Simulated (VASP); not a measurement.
# Si5Ge (C2/m) in VASP: further runs, part 2 of 2

VASP 6.6.1.

## 3. Single point, PBE

Input file INCAR:

```
SYSTEM = Si5Ge
PREC = Accurate
ENCUT = 520
EDIFF = 1E-7
ISMEAR = 0
SIGMA = 0.1
LREAL = .False.
LASPH = .True.
NELM = 100
ALGO = Normal
ISIF = 2
LWAVE = .False.
LCHARG = .True.
GGA = PE
LELF = .True.
LVHAR = .True.
NBANDS = 26
```

Input file KPOINTS:

```
Automatic mesh
0
Gamma
  10 10 12
  0 0 0
```

Input file POSCAR:

```
Si5Ge
1.0
    3.3935914653     -4.1110791181     -0.2962514980
    3.3935914653      4.1110791181     -0.2962514980
   -2.8302971476      0.0000000000      3.6422096866
Si Ge
5 1
Direct
    0.8193730109      0.1806269891      0.0000000000
    0.1806269891      0.8193730109      0.0000000000
    0.3419644847      0.6580355153      0.5000000000
    0.5000000000      0.5000000000      0.0000000000
    0.6580355153      0.3419644847      0.5000000000
    0.0000000000      0.0000000000      0.5000000000
```

Potentials or basis: VASP PAW PBE potentials, release 64 (Si, Ge_d).

Run with:

```console
cat potpaw_PBE.64/Si/POTCAR potpaw_PBE.64/Ge_d/POTCAR > POTCAR
mpirun -np 1 vasp_std > vasp.out
```

OUTCAR:

```text
SYSTEM = Si5Ge
   PREC = Accurate
   ENCUT = 520
   EDIFF = 1E-7
   ISMEAR = 0
   LREAL = .False.
   LASPH = .True.
   NELM = 100
   ISIF = 2
   GGA = PE

 ion  position               nearest neighbor table
   1  0.819  0.181  0.000-   3 2.50   3 2.50   4 2.63   5 2.66   5 2.66   6 2.74   6 2.74   2 2.97

   2  0.181  0.819  0.000-   5 2.50   5 2.50   4 2.63   3 2.66   3 2.66   6 2.74   6 2.74   1 2.97

   3  0.342  0.658  0.500-   1 2.50   1 2.50   5 2.60   4 2.65   4 2.65   2 2.66   2 2.66   6 2.81

   4  0.500  0.500  0.000-   6 2.50   6 2.50   1 2.63   2 2.63   3 2.65   3 2.65   5 2.65   5 2.65

   5  0.658  0.342  0.500-   2 2.50   2 2.50   3 2.60   4 2.65   4 2.65   1 2.66   1 2.66   6 2.81

   6  0.000  0.000  0.500-   4 2.50   4 2.50   1 2.74   1 2.74   2 2.74   2 2.74   5 2.81   3 2.81

  Warning from LATTYP: Got some problem with cell dimensions!
  Tried to take original basis but could not verify dimensions!
  LATTYP: Found a base centered monoclinic cell.
 ALAT       =     6.7860847882
 B/A-ratio  =     1.2116203220
 C/A-ratio  =     0.6797175745
 COS(beta)  =    -0.6767946829

  Lattice vectors:

 A1 = (  -0.5632943177,   4.1110791181,  -3.3459581886)
 A2 = (  -0.5632943177,  -4.1110791181,  -3.3459581886)
 A3 = (  -2.8302971476,   0.0000000000,   3.6422096866)

Analysis of symmetry for initial positions (statically):
=====================================================================
 Subroutine PRICEL returns:
 Original cell was already a primitive cell.

 Routine SETGRP: Setting up the symmetry group for a
 base centered monoclinic supercell.

 Subroutine GETGRP returns: Found  4 space group operations
 (whereof  4 operations were pure point group operations)
 out of a pool of  4 trial point group operations.

The static configuration has the point symmetry C_2h.

Analysis of symmetry for dynamics (positions and initial velocities):
=====================================================================
 Subroutine PRICEL returns:
 Original cell was already a primitive cell.

 Routine SETGRP: Setting up the symmetry group for a
 base centered monoclinic supercell.

 Subroutine GETGRP returns: Found  4 space group operations
 (whereof  4 operations were pure point group operations)
 out of a pool of  4 trial point group operations.

The dynamic configuration has the point symmetry C_2h.

 Subroutine INISYM returns: Found  4 space group operations
 (whereof  4 operations are pure point group operations),
 and found     1 'primitive' translations

----------------------------------------------------------------------------------------

                                     Primitive cell

  volume of cell :      94.7332

  direct lattice vectors                    reciprocal lattice vectors
     3.393591465 -4.111079118 -0.296251498     0.158058804 -0.121622568  0.122824719
     3.393591465  4.111079118 -0.296251498     0.158058804  0.121622568  0.122824719
    -2.830297148  0.000000000  3.642209687     0.025712499  0.000000000  0.294539334

  length of vectors
     5.339026081  5.339026081  4.612621093     0.234223282  0.234223282  0.295659520

  position of ions in fractional coordinates (direct lattice)
     0.819373011  0.180626989  0.000000000
[... 43 lines left out ...]
  0.000000  0.000000  0.000000      1.000000
  0.100000 -0.000000  0.000000      4.000000
  0.200000 -0.000000  0.000000      4.000000
  0.300000 -0.000000  0.000000      4.000000
  0.400000 -0.000000  0.000000      4.000000
  0.500000 -0.000000 -0.000000      2.000000
[... 16 lines left out ...]
  0.300000  0.300000  0.000000      2.000000
  0.400000  0.300000  0.000000      4.000000
 [... further k-points ...]
   k-points           NKPTS =    337   k-points in BZ     NKDIM =    337   number of bands    NBANDS=     26
   number of dos      NEDOS =    301   number of ions     NIONS =      6
   total plane-waves  NPLWV =  57600
   dimension x,y,z NGX =    40 NGY =   40 NGZ =   36
   dimension x,y,z NGXF=    80 NGYF=   80 NGZF=   72
   ions per type =               5   1
   NGX,Y,Z   is equivalent  to a cutoff of  12.46, 12.46, 12.97 a.u.
   NGXF,Y,Z  is equivalent  to a cutoff of  24.91, 24.91, 25.95 a.u.
 SYSTEM =  Si5Ge
   PREC   = accura    normal or accurate (medium, high low for compatibility)
   ISTART =      0    job   : 0-new  1-cont  2-samecut
   ICHARG =      2    charge: 1-file 2-atom 10-const
   ISPIN  =      1    spin polarized calculation?
   LNONCOLLINEAR =      F non collinear calculations
   LSORBIT =      F    spin-orbit coupling
   LASPH  =      T    aspherical Exc in radial PAW
   ENCUT  =  520.0 eV  38.22 Ry    6.18 a.u.   9.93  9.93  8.58*2*pi/ulx,y,z
   NELM   =    100;   NELMIN=  2; NELMDL= -5     # of ELM steps
   EDIFF  = 0.1E-06   stopping-criterion for ELM
   LREAL  =      F    real-space projection
   EDIFFG = 0.1E-05   stopping-criterion for IOM
   NSW    =      0    number of steps for IOM
   IBRION =     -1    ionic relax: 0-MD 1-quasi-New 2-CG
   NFREE  =      0    steps in history (QN), initial steepest desc. (CG)
   ISIF   =      2    stress and relaxation
   ISYM   =      2    0-nonsym 1-usesym 2-fastsym
   POTIM  = 0.5000    time-step for ionic-motion
   TEBEG  =    0.0;   TEEND  =   0.0 temperature during run
   PSTRESS=    0.0 pullay stress
   NELECT =      34.0000    total number of electrons
   NUPDOWN=      -1.0000    fix difference up-down
   EMIN   =  10.00;   EMAX   =-10.00  energy-range for DOS
   EFERMI =   0.00;   METHOD = LEGACY
   ISMEAR =     0;   SIGMA  =   0.10  broadening in eV -4-tet -1-fermi 0-gaus
   EFERMI_NEDOS =   21; number of points for ismear=-14 and -15
   IALGO  =     38    algorithm
   IMIX   =      4    mixing-type and parameters
     AMIX     =   0.40;   BMIX     =  1.00
     AMIX_MAG =   1.60;   BMIX_MAG =  1.00
  volume/ion in A,a.u.               =      15.79       106.55
  Fermi-wavevector in a.u.,A,eV,Ry     =   1.163413  2.198531 18.415879  1.353529
  Thomas-Fermi vector in A             =   2.299963
   LORBIT       =      0    0 simple, 1 ext, 2 COOP (PROOUT), +10 PAW based schemes
   GGA     = PE    functional components
   LHFCALC =     F    Hartree Fock is set to
   AEXX    =    0.0000 exact exchange contribution
   IVDW    =     0    specifies the selected vdW correction
   LEPSILON=     F    determine dielectric tensor
   LRPA    =     F    only Hartree local field effects (RPA)
 non-spin polarized calculation
 Gauss-broadening in eV      SIGMA  =   0.10
  energy-cutoff  :      520.00
  volume of cell :       94.73
 maximum number of plane-waves:      2570
   NGX = 19   NGY = 19   NGZ = 17

 number of electron      34.0000008 magnetization

 Free energy of the ion-electron system (eV)
  ---------------------------------------------------
  ext. energy  EPLUGINS =         0.00000000
  ---------------------------------------------------
  free energy    TOTEN  =       -29.68427908 eV

  energy without entropy =      -29.67425446  energy(sigma->0) =      -29.67926677

 E-fermi :   8.7807     XC(G=0): -11.0006

 val. band max:        8.7764206064   @ k =   0.3000   0.3000   0.2500
 cond. band min:       8.7836377769   @ k =   0.5000   0.5000  -0.0000
 fundamental gap:      0.0072171705
 Fermi energy:         8.7807033533

 k-point     1 :       0.0000    0.0000    0.0000
  band No.  band energies     occupation
      1     -15.8449      2.00000
      2     -15.8427      2.00000
      3     -15.8050      2.00000
      4     -15.7931      2.00000
      5     -15.7795      2.00000
      6      -4.9780      2.00000
[... 685 lines left out ...]
     25      13.6775      0.00000
     26      14.2969      0.00000

 [... further k-points ...]

------------------------ aborting loop because EDIFF is reached ----------------------------------------

  FORCE on cell =-STRESS in cart. coord.  units (eV):
  Direction    XX          YY          ZZ          XY          YZ          ZX
  --------------------------------------------------------------------------------------
  -------------------------------------------------------------------------------------
  Total       -0.0273873     -0.0172250     -0.0348422      0.0000000      0.0000000     -0.0032276
  in kB       -0.4631886     -0.2913184     -0.5892703      0.0000000      0.0000000     -0.0545867
  external PRESSURE =      -0.4479258 kB  Pullay stress =       0.0000000 kB

 VOLUME and BASIS-vectors are now :
 -----------------------------------------------------------------------------
  energy-cutoff  :      520.00
  volume of cell :       94.73
      direct lattice vectors                 reciprocal lattice vectors
     3.393591465 -4.111079118 -0.296251498     0.158058804 -0.121622568  0.122824719
     3.393591465  4.111079118 -0.296251498     0.158058804  0.121622568  0.122824719
    -2.830297148  0.000000000  3.642209687     0.025712499  0.000000000  0.294539334

 POSITION                                       TOTAL-FORCE (eV/Angst)
 -----------------------------------------------------------------------------------
      3.39359     -2.62594     -0.29625        -0.000000      0.002862      0.000000
      3.39359      2.62594     -0.29625         0.000000     -0.002862      0.000000
      1.97844      1.29939      1.52485        -0.000000     -0.002525     -0.000000
      3.39359      0.00000     -0.29625         0.000000      0.000000      0.000000
      1.97844     -1.29939      1.52485         0.000000      0.002525     -0.000000
     -1.41515      0.00000      1.82110         0.000000      0.000000      0.000000
 -----------------------------------------------------------------------------------
    total drift:                               -0.000000      0.000000     -0.000000

  FREE ENERGIE OF THE ION-ELECTRON SYSTEM (eV)
  ---------------------------------------------------
  free  energy   TOTEN  =       -29.6842790808 eV

  energy  without entropy=      -29.6742544630  energy(sigma->0) =      -29.67926677
```

Run time: 9.1 min. Hardware: 1 thread of Intel Xeon 6975P-C (Granite Rapids), shared host; peak memory 0.74 GiB.

Results:

| Property | Result |
| --- | --- |
| Free energy | -29.6843 eV |
| Pressure | 0.0 GPa |
| Band gap on the k mesh | zero (bands 17 and 18 overlap by 4.53 eV) |

Forces on the atoms (eV/Å):
```
Si   0.000  0.003  0.000
Si   0.000 -0.003  0.000
Si   0.000 -0.003  0.000
Si   0.000  0.000  0.000
Si   0.000  0.003  0.000
Ge   0.000  0.000  0.000
```

Levels at points of the mesh, in eV from the Fermi level:
| k point | band 13 | band 14 | band 15 | band 16 | band 17 | band 18 | band 19 | band 20 | band 21 | band 22 |
| --- | --- | --- | --- | --- | --- | --- | --- | --- | --- | --- |
| (0.00, 0.00, 0.00) | -4.41 | -4.36 | -4.33 | -4.26 | -2.49 | -1.98 | -1.74 | 2.00 | 5.27 | 5.59 |
| (0.50, 0.00, 0.00) | -4.35 | -1.61 | -1.47 | -0.48 | -0.39 | -0.34 | -0.21 | 0.46 | 1.23 | 4.12 |
| (0.50, 0.50, 0.00) | -1.18 | -0.88 | -0.74 | -0.68 | -0.51 | 0.00 | 0.37 | 0.89 | 0.99 | 1.77 |
| (0.00, 0.00, 0.50) | -2.47 | -2.02 | -2.00 | 0.27 | 0.37 | 2.31 | 2.48 | 2.67 | 2.91 | 3.16 |
| (0.50, 0.00, 0.50) | -4.68 | -2.76 | -2.40 | -2.26 | 0.65 | 0.72 | 1.81 | 2.04 | 2.19 | 4.74 |
| (0.50, 0.50, 0.50) | -2.50 | -2.04 | -2.02 | 0.33 | 0.42 | 2.26 | 2.44 | 2.67 | 2.86 | 3.21 |
